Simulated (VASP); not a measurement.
# Be2C (Fm-3m) in VASP: notebook

Be2C is run at these levels: PBE; tasks: single point.

All numbers are computed with VASP 6.6.1; they aren't measurements. Logs are shortened: lines on timing, memory, paths and dates and some standing lists are left out, and cuts for length are marked.

### Step 1. The cell of the first run

It takes space group Fm-3m (No. 225, cubic). The conventional cell has a = 4.241 Å, b = 4.241 Å, c = 4.241 Å, α = 90.00°, β = 90.00°, γ = 90.00°. Within 2.4 Å of Be (site symmetry -43m) lie 4 C at 1.84 Å and 6 Be at 2.12 Å. C (site symmetry m-3m) has 8 Be at 1.84 Å within 2.4 Å.

### Step 2. Single point, PBE (strained)

The input, INCAR:

```
PREC     = Accurate       # precision mode
ENCUT    = 600            # plane-wave cutoff, eV
EDIFF    = 1E-6           # SCF threshold, eV
ISMEAR   = 0              # smearing method
SIGMA    = 0.02           # smearing width, eV
LREAL    = False          # projectors in reciprocal space
LASPH    = True           # aspherical terms in the spheres
NELM     = 120            # most SCF steps
ALGO     = Normal         # electronic algorithm
ISIF     = 2              # what is computed and relaxed
LWAVE    = False          # write WAVECAR
LCHARG   = False          # write CHGCAR
GGA      = PE             # functional
NBANDS   = 11             # bands
GGA_COMPAT= False
```

The input, KPOINTS:

```
Automatic mesh
0
Gamma
  12 12 12
```

The input, POSCAR:

```
Be2C
1.0
    0.0000000000      2.1207041000      2.1207041000
    2.1207041000      0.0000000000      2.1207041000
    2.1207041000      2.1207041000      0.0000000000
Be C
2 1
Direct
    0.2500000000      0.2500000000      0.2500000000
    0.7500000000      0.7500000000      0.7500000000
    0.0000000000      0.0000000000      0.0000000000
```

Potentials or basis: VASP PAW PBE potentials, release 64 (Be, C).

The run is started by

```console
$ cat potpaw_PBE.64/Be/POTCAR potpaw_PBE.64/C/POTCAR > POTCAR
$ mpirun -np 1 vasp_std > vasp.out
```

OUTCAR:

```text
PREC = Accurate
   ENCUT = 600
   EDIFF = 1E-6
   ISMEAR = 0
   LREAL = False
   LASPH = True
   NELM = 120
   ISIF = 2
   GGA = PE

 ion  position               nearest neighbor table
   1  0.250  0.250  0.250-   3 1.84   3 1.84   3 1.84   3 1.84   2 2.12   2 2.12   2 2.12   2 2.12
                             2 2.12   2 2.12
   2  0.750  0.750  0.750-   3 1.84   3 1.84   3 1.84   3 1.84   1 2.12   1 2.12   1 2.12   1 2.12
                             1 2.12   1 2.12
   3  0.000  0.000  0.000-   2 1.84   2 1.84   2 1.84   1 1.84   2 1.84   1 1.84   1 1.84   1 1.84

  LATTYP: Found a face centered cubic cell.
 ALAT       =     4.2414082000

  Lattice vectors:

 A1 = (   0.0000000000,   2.1207041000,   2.1207041000)
 A2 = (   2.1207041000,   0.0000000000,   2.1207041000)
 A3 = (   2.1207041000,   2.1207041000,   0.0000000000)

Analysis of symmetry for initial positions (statically):
=====================================================================
 Subroutine PRICEL returns:
 Original cell was already a primitive cell.

 Routine SETGRP: Setting up the symmetry group for a
 face centered cubic supercell.

 Subroutine GETGRP returns: Found 48 space group operations
 (whereof 48 operations were pure point group operations)
 out of a pool of 48 trial point group operations.

The static configuration has the point symmetry O_h .

Analysis of symmetry for dynamics (positions and initial velocities):
=====================================================================
 Subroutine PRICEL returns:
 Original cell was already a primitive cell.

 Routine SETGRP: Setting up the symmetry group for a
 face centered cubic supercell.

 Subroutine GETGRP returns: Found 48 space group operations
 (whereof 48 operations were pure point group operations)
 out of a pool of 48 trial point group operations.

The dynamic configuration has the point symmetry O_h .

 Subroutine INISYM returns: Found 48 space group operations
 (whereof 48 operations are pure point group operations),
 and found     1 'primitive' translations

----------------------------------------------------------------------------------------

                                     Primitive cell

  volume of cell :      19.0752

  direct lattice vectors                    reciprocal lattice vectors
     0.000000000  2.120704100  2.120704100    -0.235770752  0.235770752  0.235770752
     2.120704100  0.000000000  2.120704100     0.235770752 -0.235770752  0.235770752
     2.120704100  2.120704100  0.000000000     0.235770752  0.235770752 -0.235770752

  length of vectors
     2.999128500  2.999128500  2.999128500     0.408366921  0.408366921  0.408366921

  position of ions in fractional coordinates (direct lattice)
     0.250000000  0.250000000  0.250000000
     0.750000000  0.750000000  0.750000000
     0.000000000  0.000000000  0.000000000

  ion indices of the primitive-cell ions
   primitive index   ion index
                 1           1
                 2           2
                 3           3

----------------------------------------------------------------------------------------

 KPOINTS: Automatic mesh

Automatic generation of k-mesh.
 Grid dimensions read from file:
 generate k-points for:   12   12   12

 Generating k-lattice:

  Cartesian coordinates                     Fractional coordinates (reciprocal lattice)
    -0.019647563  0.019647563  0.019647563     0.083333333  0.000000000  0.000000000
     0.019647563 -0.019647563  0.019647563     0.000000000  0.083333333  0.000000000
     0.019647563  0.019647563 -0.019647563     0.000000000  0.000000000  0.083333333

  Length of vectors
     0.034030577  0.034030577  0.034030577

  Shift w.r.t. Gamma in fractional coordinates (k-lattice)
     0.000000000  0.000000000  0.000000000

 Subroutine IBZKPT returns following result:
 ===========================================

 Found     72 irreducible k-points:

 Following reciprocal coordinates:
            Coordinates               Weight
  0.000000  0.000000  0.000000      1.000000
  0.083333  0.000000  0.000000      8.000000
  0.166667  0.000000  0.000000      8.000000
  0.250000  0.000000  0.000000      8.000000
  0.333333  0.000000  0.000000      8.000000
  0.416667  0.000000  0.000000      8.000000
[... 16 lines left out ...]
  0.500000  0.166667  0.000000     24.000000
 -0.416667  0.166667  0.000000     24.000000
 [... further k-points ...]
   k-points           NKPTS =     72   k-points in BZ     NKDIM =     72   number of bands    NBANDS=     11
   number of dos      NEDOS =    301   number of ions     NIONS =      3
   total plane-waves  NPLWV =  13824
   dimension x,y,z NGX =    24 NGY =   24 NGZ =   24
   dimension x,y,z NGXF=    48 NGYF=   48 NGZF=   48
   ions per type =               2   1
   NGX,Y,Z   is equivalent  to a cutoff of  13.30, 13.30, 13.30 a.u.
   NGXF,Y,Z  is equivalent  to a cutoff of  26.61, 26.61, 26.61 a.u.
 SYSTEM =  unknown system
   PREC   = accura    normal or accurate (medium, high low for compatibility)
   ISTART =      0    job   : 0-new  1-cont  2-samecut
   ICHARG =      2    charge: 1-file 2-atom 10-const
   ISPIN  =      1    spin polarized calculation?
   LNONCOLLINEAR =      F non collinear calculations
   LSORBIT =      F    spin-orbit coupling
   LASPH  =      T    aspherical Exc in radial PAW
   ENCUT  =  600.0 eV  44.10 Ry    6.64 a.u.   5.99  5.99  5.99*2*pi/ulx,y,z
   NELM   =    120;   NELMIN=  2; NELMDL= -5     # of ELM steps
   EDIFF  = 0.1E-05   stopping-criterion for ELM
   LREAL  =      F    real-space projection
   EDIFFG = 0.1E-04   stopping-criterion for IOM
   NSW    =      0    number of steps for IOM
   IBRION =     -1    ionic relax: 0-MD 1-quasi-New 2-CG
   NFREE  =      0    steps in history (QN), initial steepest desc. (CG)
   ISIF   =      2    stress and relaxation
   ISYM   =      2    0-nonsym 1-usesym 2-fastsym
   POTIM  = 0.5000    time-step for ionic-motion
   TEBEG  =    0.0;   TEEND  =   0.0 temperature during run
   PSTRESS=    0.0 pullay stress
   NELECT =       8.0000    total number of electrons
   NUPDOWN=      -1.0000    fix difference up-down
   EMIN   =  10.00;   EMAX   =-10.00  energy-range for DOS
   EFERMI =   0.00;   METHOD = LEGACY
   ISMEAR =     0;   SIGMA  =   0.02  broadening in eV -4-tet -1-fermi 0-gaus
   EFERMI_NEDOS =   21; number of points for ismear=-14 and -15
   IALGO  =     38    algorithm
   IMIX   =      4    mixing-type and parameters
     AMIX     =   0.40;   BMIX     =  1.00
     AMIX_MAG =   1.60;   BMIX_MAG =  1.00
  volume/ion in A,a.u.               =       6.36        42.91
  Fermi-wavevector in a.u.,A,eV,Ry     =   1.225410  2.315689 20.430912  1.501630
  Thomas-Fermi vector in A             =   2.360449
   LORBIT       =      0    0 simple, 1 ext, 2 COOP (PROOUT), +10 PAW based schemes
   GGA     = PE    functional components
   LHFCALC =     F    Hartree Fock is set to
   AEXX    =    0.0000 exact exchange contribution
   IVDW    =     0    specifies the selected vdW correction
   LEPSILON=     F    determine dielectric tensor
   LRPA    =     F    only Hartree local field effects (RPA)
 non-spin polarized calculation
 Gauss-broadening in eV      SIGMA  =   0.02
  energy-cutoff  :      600.00
  volume of cell :       19.08
 maximum number of plane-waves:       650
   NGX = 11   NGY = 11   NGZ = 11

 number of electron       7.9999999 magnetization

 Free energy of the ion-electron system (eV)
  ---------------------------------------------------
  ext. energy  EPLUGINS =         0.00000000
  ---------------------------------------------------
  free energy    TOTEN  =       -17.40490267 eV

  energy without entropy =      -17.40490267  energy(sigma->0) =      -17.40490267

 E-fermi :   8.4622     XC(G=0): -11.6809

 val. band max:        8.3401952874   @ k =   0.0000   0.0000   0.0000
 cond. band min:       9.5232456701   @ k =   0.5000   0.5000   0.0000
 fundamental gap:      1.1830503827
 Fermi energy:         8.4622335434

 k-point     1 :       0.0000    0.0000    0.0000
  band No.  band energies     occupation
      1      -7.1561      2.00000
      2       8.3402      2.00000
      3       8.3402      2.00000
      4       8.3402      2.00000
      5      12.5834      0.00000
      6      12.5834      0.00000
      7      12.5834      0.00000
      8      15.7834      0.00000
      9      21.9946      0.00000
     10      21.9946      0.00000
     11      21.9946      0.00000

 k-point     2 :       0.0833    0.0000    0.0000
  band No.  band energies     occupation
      1      -7.0413      2.00000
      2       7.3184      2.00000
      3       8.1053      2.00000
      4       8.1053      2.00000
      5      12.9251      0.00000
      6      12.9251      0.00000
      7      13.2905      0.00000
      8      16.0102      0.00000
      9      21.1158      0.00000
     10      21.1158      0.00000
     11      22.3075      0.00000

 k-point     3 :       0.1667    0.0000    0.0000
  band No.  band energies     occupation
      1      -6.6994      2.00000
      2       5.3636      2.00000
      3       7.6059      2.00000
      4       7.6059      2.00000
      5      13.6094      0.00000
      6      13.6094      0.00000
      7      14.2935      0.00000
      8      16.6460      0.00000
      9      20.0823      0.00000
     10      20.0823      0.00000
     11      23.2043      0.00000

 k-point     4 :       0.2500    0.0000    0.0000
  band No.  band energies     occupation
      1      -6.1407      2.00000
      2       3.3129      2.00000
      3       7.1063      2.00000
      4       7.1063      2.00000
      5      13.9993      0.00000
      6      13.9993      0.00000
      7      15.0058      0.00000
      8      17.4077      0.00000
      9      20.0158      0.00000
     10      20.0158      0.00000
     11      24.4350      0.00000

 k-point     5 :       0.3333    0.0000    0.0000
  band No.  band energies     occupation
      1      -5.3977      2.00000
      2       1.4285      2.00000
      3       6.7222      2.00000
      4       6.7222      2.00000
      5      13.8674      0.00000
      6      13.8674      0.00000
      7      15.5314      0.00000
      8      18.0208      0.00000
      9      21.0781      0.00000
     10      21.0781      0.00000
     11      25.5351      0.00000
[... 211 lines left out ...]
 k-point    21 :       0.3333    0.1667    0.0000
  band No.  band energies     occupation
      1      -5.5346      2.00000
      2       2.8596      2.00000
      3       5.3259      2.00000
      4       6.0573      2.00000
      5      13.1233      0.00000
      6      14.9844      0.00000
      7      16.3005      0.00000
      8      16.8055      0.00000
      9      20.9313      0.00000
     10      23.7830      0.00000
     11      25.6540      0.00000

 k-point    22 :       0.4167    0.1667    0.0000
  band No.  band energies     occupation
      1      -4.7756      2.00000
      2       1.1882      2.00000
      3       5.1986      2.00000
      4       5.4826      2.00000
      5      12.9066      0.00000
      6      16.0481      0.00000
      7      16.6026      0.00000
      8      17.2596      0.00000
      9      21.5212      0.00000
     10      24.2566      0.00000
     11      26.3240      0.00000

 k-point    23 :       0.5000    0.1667    0.0000
  band No.  band energies     occupation
      1      -4.0527      2.00000
      2      -0.0495      2.00000
      3       4.9428      2.00000
      4       5.3152      2.00000
      5      12.9577      0.00000
      6      15.6362      0.00000
      7      17.3706      0.00000
      8      18.4855      0.00000
      9      21.8132      0.00000
     10      23.7232      0.00000
     11      26.4907      0.00000

 k-point    24 :      -0.4167    0.1667    0.0000
  band No.  band energies     occupation
      1      -3.9020      2.00000
      2      -0.2815      2.00000
      3       4.5515      2.00000
      4       5.6599      2.00000
      5      13.2495      0.00000
      6      15.3182      0.00000
      7      17.3229      0.00000
      8      19.5420      0.00000
      9      21.8460      0.00000
     10      22.2774      0.00000
     11      26.3052      0.00000

 [... further k-points ...]
[... 5 lines left out ...]
  --------------------------------------------------------------------------------------
  -------------------------------------------------------------------------------------
  Total        1.6640585      1.6640585      1.6640585     -0.0000000     -0.0000000      0.0000000
  in kB      139.7683841    139.7683841    139.7683841     -0.0000000     -0.0000000      0.0000000
  external PRESSURE =     139.7683841 kB  Pullay stress =       0.0000000 kB

 VOLUME and BASIS-vectors are now :
 -----------------------------------------------------------------------------
  energy-cutoff  :      600.00
  volume of cell :       19.08
      direct lattice vectors                 reciprocal lattice vectors
     0.000000000  2.120704100  2.120704100    -0.235770752  0.235770752  0.235770752
     2.120704100  0.000000000  2.120704100     0.235770752 -0.235770752  0.235770752
     2.120704100  2.120704100  0.000000000     0.235770752  0.235770752 -0.235770752

 POSITION                                       TOTAL-FORCE (eV/Angst)
 -----------------------------------------------------------------------------------
      1.06035      1.06035      1.06035        -0.000000      0.000000     -0.000000
      3.18106      3.18106      3.18106         0.000000     -0.000000      0.000000
      0.00000      0.00000      0.00000        -0.000000      0.000000     -0.000000
 -----------------------------------------------------------------------------------
    total drift:                               -0.000000     -0.000000      0.000000

  FREE ENERGIE OF THE ION-ELECTRON SYSTEM (eV)
  ---------------------------------------------------
  free  energy   TOTEN  =       -17.4049026658 eV

  energy  without entropy=      -17.4049026658  energy(sigma->0) =      -17.40490267
```

Run time: 22 s. Hardware: 1 thread of Intel Xeon 8259CL, shared host; peak memory 0.14 GiB.

Results:

```yaml
Free_energy: -17.4049 eV
Pressure: 14.0 GPa
Band_gap_on_the_k_mesh: 1.18 eV (least direct gap 4.24 eV)
```

Levels at points of the mesh, in eV from the valence-band top:
```
           k point  band 1  band 2  band 3  band 4  band 5  band 6  band 7  band 8
(0.00, 0.00, 0.00)  -15.50    0.00    0.00    0.00    4.24    4.24    4.24    7.44
(0.50, 0.00, 0.00)  -12.48   -9.12   -1.93   -1.93    5.12    5.12    7.68   10.21
(0.50, 0.50, 0.00)  -11.73   -7.00   -4.99   -4.99    1.18    6.16   13.92   13.92
```

Caveat: the cell differs from its parent crystal (strained); the cell stands under pressure. A k mesh can miss the band edges.

### Step 3. Single point, PBE (strained)

The input, INCAR:

```
SYSTEM = Be2C
PREC = Accurate
ENCUT = 600
EDIFF = 1E-6
ISMEAR = 0
SIGMA = 0.02
LREAL = .False.
LASPH = .True.
NELM = 120
ALGO = Normal
ISIF = 2
LWAVE = .False.
LCHARG = .True.
GGA = PE
LELF = .True.
LVHAR = .True.
NBANDS = 11
GGA_COMPAT = .False.
```

The input, KPOINTS:

```
regular mesh
0
Gamma
  12 12 12
  0 0 0
```

The input, POSCAR:

```
Be2C
1.0
    0.0000000000      2.2593507000      2.2593507000
    2.2593507000      0.0000000000      2.2593507000
    2.2593507000      2.2593507000      0.0000000000
Be C
2 1
Direct
    0.2500000000      0.2500000000      0.2500000000
    0.7500000000      0.7500000000      0.7500000000
    0.0000000000      0.0000000000      0.0000000000
```

Potentials or basis: VASP PAW PBE potentials, release 64 (Be, C).

The run is started by

```console
$ cat potpaw_PBE.64/Be/POTCAR potpaw_PBE.64/C/POTCAR > POTCAR
$ mpirun -np 1 vasp_std > vasp.out
```

It took 47 s on 1 thread of Intel Xeon 8259CL, shared host; peak memory 0.16 GiB.

It converged, with:

- Free energy: -17.2637 eV
- Pressure: -20.6 GPa
- Band gap on the k mesh: 1.10 eV (least direct gap 3.88 eV)

Levels at points of the mesh, in eV from the valence-band top:
```csv
k point,band 2,band 3,band 4,band 5,band 6,band 7
"(0.00, 0.00, 0.00)",0.00,0.00,0.00,3.88,3.88,3.88
"(0.50, 0.00, 0.00)",-7.96,-1.64,-1.64,4.75,4.75,5.70
"(0.50, 0.50, 0.00)",-6.32,-4.23,-4.23,1.10,4.89,11.93
```

Caveat: the cell differs from its parent crystal (strained); the cell stands under tension. A k mesh can miss the band edges.
